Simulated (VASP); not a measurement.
# EuO (Fm-3m) in VASP: single point with PBE0+D4

Aim: the single point of EuO with PBE0+D4.

Program: VASP 6.6.1. These are calculated values, not measurements. Logs are shortened: lines on timing, memory, paths and dates and some standing lists are left out, and cuts for length are marked.

**1. The cell of the first run**

It takes space group Fm-3m (No. 225, cubic). Conventional cell: a = 5.144 Å, b = 5.144 Å, c = 5.144 Å, α = 90.00°, β = 90.00°, γ = 90.00°. Within 3.4 Å of Eu (site symmetry m-3m) lie 6 O at 2.57 Å. Within 3.4 Å of O (site symmetry m-3m) lie 6 Eu at 2.57 Å.

**2. Single point, PBE0+D4, collinear spin, ferromagnetic start**

The input, POSCAR:

```
EuO
1.0
    0.0000000000      2.5719519658      2.5719519658
    2.5719519658      0.0000000000      2.5719519658
    2.5719519658      2.5719519658      0.0000000000
Eu O
1 1
Direct
    0.5000000000      0.5000000000      0.5000000000
    0.0000000000      0.0000000000      0.0000000000
```

The input, INCAR.step1:

```
ALGO = Normal
EDIFF = 1E-5
ENCUT = 520
GGA = PE
GGA_COMPAT = False
ISIF = 2
ISMEAR = 0
ISPIN = 2
KPAR = 4
LASPH = True
LCHARG = False
LMAXMIX = 6
LORBIT = 11
LREAL = False
LWAVE = True
MAGMOM = 7.43 0
NBANDS = 22
NELM = 200
PREC = Accurate
SIGMA = 0.05
```

The input, INCAR.step2:

```
AEXX = 0.25
ALGO = Normal
EDIFF = 1E-6
ENCUT = 520
GGA = PE
GGA_COMPAT = False
ISIF = 2
ISMEAR = 0
ISPIN = 2
ISTART = 1
IVDW = 13
KPAR = 4
LASPH = True
LCHARG = False
LHFCALC = True
LMAXMIX = 6
LORBIT = 11
LREAL = False
LWAVE = False
MAGMOM = 7.43 0
NBANDS = 22
NELM = 200
PREC = Accurate
PRECFOCK = Normal
SIGMA = 0.05
```

The input, KPOINTS:

```
k-points
0
Gamma
  6 6 6
```

Potentials or basis: VASP PAW PBE potentials, release 64 (Eu, O).

Run with:

```console
> cat potpaw_PBE.64/Eu/POTCAR potpaw_PBE.64/O/POTCAR > POTCAR
> cp INCAR.step1 INCAR
> mpirun -np 4 vasp_std > vasp.out
> cp INCAR.step2 INCAR
> mpirun -np 4 vasp_std > vasp.out
```

OUTCAR:

```text
AEXX = 0.25
   EDIFF = 1E-6
   ENCUT = 520
   GGA = PE
   ISIF = 2
   ISMEAR = 0
   ISPIN = 2
   ISTART = 1
   IVDW = 13
   LASPH = True
   LHFCALC = True
   LORBIT = 11
   LREAL = False
   NELM = 200
   PREC = Accurate
   PRECFOCK = Normal

 ion  position               nearest neighbor table
   1  0.500  0.500  0.500-   2 2.57   2 2.57   2 2.57   2 2.57   2 2.57   2 2.57
   2  0.000  0.000  0.000-   1 2.57   1 2.57   1 2.57   1 2.57   1 2.57   1 2.57

  LATTYP: Found a face centered cubic cell.
 ALAT       =     5.1439039316

  Lattice vectors:

 A1 = (   0.0000000000,   2.5719519658,   2.5719519658)
 A2 = (   2.5719519658,   0.0000000000,   2.5719519658)
 A3 = (   2.5719519658,   2.5719519658,   0.0000000000)

Analysis of symmetry for initial positions (statically):
=====================================================================
 Subroutine PRICEL returns:
 Original cell was already a primitive cell.

 Routine SETGRP: Setting up the symmetry group for a
 face centered cubic supercell.

 Subroutine GETGRP returns: Found 48 space group operations
 (whereof 48 operations were pure point group operations)
 out of a pool of 48 trial point group operations.

The static configuration has the point symmetry O_h .

Analysis of symmetry for dynamics (positions and initial velocities):
=====================================================================
 Subroutine PRICEL returns:
 Original cell was already a primitive cell.

 Routine SETGRP: Setting up the symmetry group for a
 face centered cubic supercell.

 Subroutine GETGRP returns: Found 48 space group operations
 (whereof 48 operations were pure point group operations)
 out of a pool of 48 trial point group operations.

The dynamic configuration has the point symmetry O_h .

Analysis of structural, dynamic, and magnetic symmetry:
=====================================================================
 Subroutine PRICEL returns:
 Original cell was already a primitive cell.

 Routine SETGRP: Setting up the symmetry group for a
 face centered cubic supercell.

 Subroutine GETGRP returns: Found 48 space group operations
 (whereof 48 operations were pure point group operations)
 out of a pool of 48 trial point group operations.

The overall configuration has the point symmetry O_h .

 Subroutine INISYM returns: Found 48 space group operations
 (whereof 48 operations are pure point group operations),
 and found     1 'primitive' translations

----------------------------------------------------------------------------------------

                                     Primitive cell

  volume of cell :      34.0266

  direct lattice vectors                    reciprocal lattice vectors
     0.000000000  2.571951966  2.571951966    -0.194404875  0.194404875  0.194404875
     2.571951966  0.000000000  2.571951966     0.194404875 -0.194404875  0.194404875
     2.571951966  2.571951966  0.000000000     0.194404875  0.194404875 -0.194404875

  length of vectors
     3.637289352  3.637289352  3.637289352     0.336719120  0.336719120  0.336719120

  position of ions in fractional coordinates (direct lattice)
     0.500000000  0.500000000  0.500000000
     0.000000000  0.000000000  0.000000000

  ion indices of the primitive-cell ions
   primitive index   ion index
                 1           1
                 2           2

----------------------------------------------------------------------------------------

 KPOINTS: k-points

Automatic generation of k-mesh.
 Grid dimensions read from file:
 generate k-points for:    6    6    6

 Generating k-lattice:

  Cartesian coordinates                     Fractional coordinates (reciprocal lattice)
    -0.032400812  0.032400812  0.032400812     0.166666667  0.000000000  0.000000000
     0.032400812 -0.032400812  0.032400812     0.000000000  0.166666667  0.000000000
     0.032400812  0.032400812 -0.032400812     0.000000000  0.000000000  0.166666667

  Length of vectors
     0.056119853  0.056119853  0.056119853

  Shift w.r.t. Gamma in fractional coordinates (k-lattice)
     0.000000000  0.000000000  0.000000000

 Subroutine IBZKPT returns following result:
 ===========================================

 Found     16 irreducible k-points:

 Following reciprocal coordinates:
            Coordinates               Weight
  0.000000  0.000000  0.000000      1.000000
  0.166667  0.000000  0.000000      8.000000
  0.333333  0.000000  0.000000      8.000000
  0.500000  0.000000  0.000000      4.000000
  0.166667  0.166667  0.000000      6.000000
  0.333333  0.166667  0.000000     24.000000
[... 8 lines left out ...]
 -0.333333  0.333333  0.166667     24.000000
 -0.333333  0.500000  0.166667     12.000000
   k-points           NKPTS =     16   k-points in BZ     NKDIM =    216   number of bands    NBANDS=     22
   number of dos      NEDOS =    301   number of ions     NIONS =      2
   total plane-waves  NPLWV =  21952
   dimension x,y,z NGX =    28 NGY =   28 NGZ =   28
   dimension x,y,z NGXF=    56 NGYF=   56 NGZF=   56
   ions per type =               1   1
   NGX,Y,Z   is equivalent  to a cutoff of  12.80, 12.80, 12.80 a.u.
   NGXF,Y,Z  is equivalent  to a cutoff of  25.60, 25.60, 25.60 a.u.
 SYSTEM =  unknown system
   PREC   = accura    normal or accurate (medium, high low for compatibility)
   ISTART =      1    job   : 0-new  1-cont  2-samecut
   ICHARG =      0    charge: 1-file 2-atom 10-const
   ISPIN  =      2    spin polarized calculation?
   LNONCOLLINEAR =      F non collinear calculations
   LSORBIT =      F    spin-orbit coupling
   LASPH  =      T    aspherical Exc in radial PAW
   ENCUT  =  520.0 eV  38.22 Ry    6.18 a.u.   6.76  6.76  6.76*2*pi/ulx,y,z
   NELM   =    200;   NELMIN=  2; NELMDL=  0     # of ELM steps
   EDIFF  = 0.1E-05   stopping-criterion for ELM
   LREAL  =      F    real-space projection
   EDIFFG = 0.1E-04   stopping-criterion for IOM
   NSW    =      0    number of steps for IOM
   IBRION =     -1    ionic relax: 0-MD 1-quasi-New 2-CG
   NFREE  =      0    steps in history (QN), initial steepest desc. (CG)
   ISIF   =      2    stress and relaxation
   ISYM   =      3    0-nonsym 1-usesym 2-fastsym
   POTIM  = 0.5000    time-step for ionic-motion
   TEBEG  =    0.0;   TEEND  =   0.0 temperature during run
   PSTRESS=    0.0 pullay stress
   NELECT =      23.0000    total number of electrons
   NUPDOWN=      -1.0000    fix difference up-down
   EMIN   =  10.00;   EMAX   =-10.00  energy-range for DOS
   EFERMI =   0.00;   METHOD = LEGACY
   ISMEAR =     0;   SIGMA  =   0.05  broadening in eV -4-tet -1-fermi 0-gaus
   EFERMI_NEDOS =   21; number of points for ismear=-14 and -15
   IALGO  =     38    algorithm
   IMIX   =      1    mixing-type and parameters
     AMIX     =   0.40;   BMIX     =  1.00
     AMIX_MAG =   1.60;   BMIX_MAG =  1.00
  volume/ion in A,a.u.               =      17.01       114.81
  Fermi-wavevector in a.u.,A,eV,Ry     =   1.436739  2.715043 28.085410  2.064219
  Thomas-Fermi vector in A             =   2.555894
   LORBIT       =     11    0 simple, 1 ext, 2 COOP (PROOUT), +10 PAW based schemes
   GGA     = PE    functional components
   LHFCALC =     T    Hartree Fock is set to
   PRECFOCK=normal    Normal, Fast or Accurate (Low or Medium for compatibility)
   ENCUT4O =  -1.0   cutoff for four orbital integrals eV
   NKREDX  =     1    reduce k-point grid by
   NKREDY  =     1    reduce k-point grid by
   NKREDZ  =     1    reduce k-point grid by
   AEXX    =    0.2500 exact exchange contribution
   HFSCREEN=    0.0000 screening length (either q_TF or 0.3 A-1)
   HFSCREENC=   0.0000 screening length for correlation (either q_TF or 0.3 A-1)
   ENCUTFOCK=  -1.0 apply spherical cutoff to Coloumb kernel
   IVDW    =    13    specifies the selected vdW correction
   LEPSILON=     F    determine dielectric tensor
   LRPA    =     F    only Hartree local field effects (RPA)
 spin polarized calculation
 Gauss-broadening in eV      SIGMA  =   0.05
  energy-cutoff  :      520.00
  volume of cell :       34.03
 maximum number of plane-waves:       941
  NGX = 24; NGY = 24; NGZ = 24

 number of electron      22.9999993 magnetization       7.0002794

 Free energy of the ion-electron system (eV)
  ---------------------------------------------------
  ext. energy  EPLUGINS =         0.00000000
  ---------------------------------------------------
  free energy    TOTEN  =       -36.93390086 eV

  energy without entropy =      -36.93390086  energy(sigma->0) =      -36.93390086

 E-fermi :   3.5782     XC(G=0):  -8.4653

 val. band max:        3.3487658733   @ k =   0.0000   0.0000   0.0000
 cond. band min:       4.1220951463   @ k =   0.5000   0.5000   0.0000
 fundamental gap:      0.7733292730
 Fermi energy:         3.5782066953

 spin component 1

 k-point     1 :       0.0000    0.0000    0.0000
  band No.  band energies     occupation
      1     -39.4280      1.00000
      2     -16.9115      1.00000
      3     -16.7637      1.00000
      4     -16.7637      1.00000
      5     -16.7637      1.00000
      6      -0.6200      1.00000
[... 14 lines left out ...]
     21       9.7553      0.00000
     22      14.9561      0.00000

 k-point     2 :       0.1667    0.0000    0.0000
  band No.  band energies     occupation
      1     -39.4003      1.00000
      2     -17.9599      1.00000
      3     -16.7863      1.00000
      4     -16.7863      1.00000
      5     -15.7850      1.00000
      6      -1.3241      1.00000
[... 14 lines left out ...]
     21      10.6295      0.00000
     22      16.5516      0.00000
[... 308 lines left out ...]
      6      -1.9069      1.00000
[... 14 lines left out ...]
     21      15.0694      0.00000
     22      16.0488      0.00000

 k-point    16 :      -0.3333    0.5000    0.1667
  band No.  band energies     occupation
      1     -39.2813      1.00000
      2     -17.9714      1.00000
      3     -17.6446      1.00000
      4     -17.3264      1.00000
      5     -15.8341      1.00000
      6      -1.4361      1.00000
[... 14 lines left out ...]
     21      14.9576      0.00000
     22      15.8166      0.00000
 Fermi energy:         3.5782066953

 spin component 2

 k-point     1 :       0.0000    0.0000    0.0000
  band No.  band energies     occupation
      1     -36.1085      1.00000
      2     -17.0371      1.00000
      3     -14.2130      1.00000
      4     -14.2130      1.00000
      5     -14.2130      1.00000
      6      -0.5114      1.00000
[... 14 lines left out ...]
     21      14.7008      0.00000
     22      18.3111      0.00000

 k-point     2 :       0.1667    0.0000    0.0000
  band No.  band energies     occupation
      1     -36.0720      1.00000
      2     -17.4005      1.00000
      3     -14.2369      1.00000
      4     -14.2369      1.00000
      5     -13.9650      1.00000
      6      -1.1953      1.00000
[... 14 lines left out ...]
     21      14.7084      0.00000
     22      19.1491      0.00000
[... 323 lines left out ...]
     21      16.7289      0.00000
     22      17.7230      0.00000

 k-point    16 :      -0.3333    0.5000    0.1667
  band No.  band energies     occupation
      1     -35.9159      1.00000
      2     -17.4045      1.00000
      3     -15.3108      1.00000
      4     -14.9181      1.00000
      5     -14.0871      1.00000
      6      -1.3936      1.00000
[... 14 lines left out ...]
     21      16.4968      0.00000
     22      17.5060      0.00000

------------------------ aborting loop because EDIFF is reached ----------------------------------------

  DFT-D4 for vdW energy calculation

  Edisp (eV):   -0.44848

  FORCE on cell =-STRESS in cart. coord.  units (eV):
  Direction    XX          YY          ZZ          XY          YZ          ZX
  --------------------------------------------------------------------------------------
  -------------------------------------------------------------------------------------
  Total      -0.89531    -0.89531    -0.89531     0.00000     0.00000     0.00000
  in kB     -42.15644   -42.15644   -42.15644     0.00000     0.00000     0.00000
  external pressure =      -42.16 kB  Pullay stress =        0.00 kB

 VOLUME and BASIS-vectors are now :
 -----------------------------------------------------------------------------
  energy-cutoff  :      520.00
  volume of cell :       34.03
      direct lattice vectors                 reciprocal lattice vectors
     0.000000000  2.571951966  2.571951966    -0.194404875  0.194404875  0.194404875
     2.571951966  0.000000000  2.571951966     0.194404875 -0.194404875  0.194404875
     2.571951966  2.571951966  0.000000000     0.194404875  0.194404875 -0.194404875

 POSITION                                       TOTAL-FORCE (eV/Angst)
 -----------------------------------------------------------------------------------
      2.57195      2.57195      2.57195         0.000000      0.000000     -0.000000
      0.00000      0.00000      0.00000        -0.000000     -0.000000      0.000000
 -----------------------------------------------------------------------------------
    total drift:                                0.000001      0.000003      0.000003

  FREE ENERGIE OF THE ION-ELECTRON SYSTEM (eV)
  ---------------------------------------------------
  free  energy   TOTEN  =       -37.3823765014 eV

  energy  without entropy=      -37.3823765014  energy(sigma->0) =      -37.38237650

 total charge

# of ion       s       p       d       f       tot
--------------------------------------------------
    1        2.035   5.834   0.271   6.807  14.946
    2        1.557   3.439   0.000   0.000   4.996
--------------------------------------------------
tot          3.592   9.272   0.271   6.807  19.942

 magnetization (x)

# of ion       s       p       d       f       tot
--------------------------------------------------
    1       -0.013  -0.102   0.063   6.767   6.715
    2       -0.005  -0.081   0.000   0.000  -0.086
--------------------------------------------------
tot         -0.018  -0.183   0.063   6.767   6.630
```

It took 48 min on 4 MPI ranks of Intel Xeon Platinum 8259CL at 2.50GHz (Skylake/Cascade Lake), shared host; peak memory 0.22 GiB.

What came out:

```
Free energy                                           : -37.3824 eV
Pressure                                              : -4.2 GPa
Band gap on the k mesh                                : 0.77 eV (least direct gap 0.89 eV)
Net moment                                            : 7.00 μB per cell
Site moments                                          : Eu +6.71; O -0.09 μB
Valence electrons inside the program's atomic spheres : Eu 14.95; O 5.00
Dispersion energy per atom                            : -0.224 eV
```

Levels at points of the mesh, in eV from the valence-band top:
Spin up:
```
           k point  band 13  band 14  band 15  band 16  band 17  band 18
(0.00, 0.00, 0.00)     0.00     0.00     0.00     1.95     4.06     4.06
(0.50, 0.00, 0.00)    -0.46    -0.42    -0.41     4.73     7.07     7.07
(0.50, 0.50, 0.00)    -0.38    -0.11    -0.11     0.77     5.98     8.44
```
Spin down:
```
           k point  band 6  band 7  band 8  band 9  band 10  band 11
(0.00, 0.00, 0.00)   -3.86   -3.86   -3.86    2.73     5.14     5.14
(0.50, 0.00, 0.00)   -6.01   -5.04   -5.04    5.42     7.35     8.18
(0.50, 0.50, 0.00)   -3.88   -3.80   -3.80    1.87     6.90     8.96
```

Caveat: the cell stands under tension; the PAW data sets were made with another functional, which shifts forces and pressure a little; spin-orbit coupling is left out, which moves the levels of the heavy elements; a cell with one magnetic atom can't hold antiferromagnetic order, which such compounds often take.
